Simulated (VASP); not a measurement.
SrCd4Pt2, 14 atoms in the cell. It takes space group P4_2/mnm (No. 136, tetragonal). The conventional cell has a = 8.281 Å, b = 8.281 Å, c = 4.477 Å, α = 90.00°, β = 90.00°, γ = 90.00°. Sr (site symmetry mmm) has 6 Pt at 3.31 to 3.39 Å and 12 Cd at 3.62 to 3.69 Å within 4.3 Å. Within 3.8 Å of Cd (site symmetry m) lie 4 Pt at 2.77 to 3.79 Å and 6 Cd at 2.93 to 3.10 Å and 3 Sr at 3.62 to 3.69 Å. Within 3.6 Å of Pt (site symmetry m2m) lie 6 Cd at 2.77 to 2.78 Å and 3 Sr at 3.31 to 3.39 Å. 

| Item | Value |
| --- | --- |
| Program | VASP 6.6.1 |
| Task | single point |
| Functional | r2SCAN |
| Potentials or basis | VASP PAW PBE potentials, release 64 (Sr_sv, Cd, Pt) |
| Cutoff | 520 eV |
| k mesh | 4 × 4 × 8 |
| Occupations | fermi-dirac, width 0.1 eV |
| Spin | no spin polarisation |
| Dipole correction | no |
| Further INCAR settings | ALGO = Normal; EDIFF = 1e-06; NBANDS = 91 |

Potentials or basis: VASP PAW PBE potentials, release 64 (Sr_sv, Cd, Pt).

The run is started by

```bash
$ cat potpaw_PBE.64/Sr_sv/POTCAR potpaw_PBE.64/Cd/POTCAR potpaw_PBE.64/Pt/POTCAR > POTCAR
$ cp INCAR.step1 INCAR
$ mpirun -np 1 vasp_std > vasp.out
$ cp INCAR.step2 INCAR
$ mpirun -np 1 vasp_std > vasp.out
```

Hardware: 1 × NVIDIA H100 80GB with 1 thread of AMD EPYC 7R13 Processor (Zen 3), with other jobs on the host.

Problem. How long does it take, and how much memory?

Solution. Run time: 3.9 min on 1 × NVIDIA H100 80GB with 1 thread of AMD EPYC 7R13 Processor (Zen 3), with other jobs on the host, peak memory 1.9 GiB. Counts: k points 30.
